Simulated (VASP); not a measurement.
Write the native input for VASP 6.6.1 that does the following.

| Item | Value |
| --- | --- |
| Task | single point |
| Functional | PBEsol |
| Potentials or basis | VASP PAW PBE potentials, release 64 (S, Mg) |
| Cutoff | 520 eV |
| k mesh | 6 × 6 × 6 |
| Occupations | fermi-dirac, width 0.05 eV |
| Spin | no spin polarisation |
| Dipole correction | no |
| Further INCAR settings | ALGO = Normal; EDIFF = 1e-06; NBANDS = 11 |

The structure of MgS lies in POSCAR:

```
MgS
1.0
    0.0000000000      2.8331200468      2.8331200468
    2.8331200468      0.0000000000      2.8331200468
    2.8331200468      2.8331200468      0.0000000000
S Mg
1 1
Direct
    0.2500000000      0.2500000000      0.2500000000
    0.0000000000      0.0000000000      0.0000000000
```

These files were run (other wordings do the same):

INCAR

```
  PREC = Accurate
  ENCUT = 520
  EDIFF = 1E-6
  ISMEAR = -1
  SIGMA = 0.05
  LREAL = F
  LASPH = T
  NELM = 60
  ALGO = Normal
  ISIF = 2
  LWAVE = F
  LCHARG = F
  GGA = PS
  NBANDS = 11
```

KPOINTS

```
regular mesh
0
Gamma
  6 6 6
```

Potentials or basis: VASP PAW PBE potentials, release 64 (S, Mg).

Run with:

```sh
$ cat potpaw_PBE.64/S/POTCAR potpaw_PBE.64/Mg/POTCAR > POTCAR
$ mpirun -np 1 vasp_std > vasp.out
```

Results of the run:

```yaml
Pressure: -0.5 GPa
Band_gap_on_the_k_mesh: 3.28 eV, direct
```

Caveat: the PAW data sets were made with another functional, which shifts forces and pressure a little.

It took 7.3 s on 1 thread of Intel Xeon 6975P-C (shared host), peak memory 0.16 GiB.
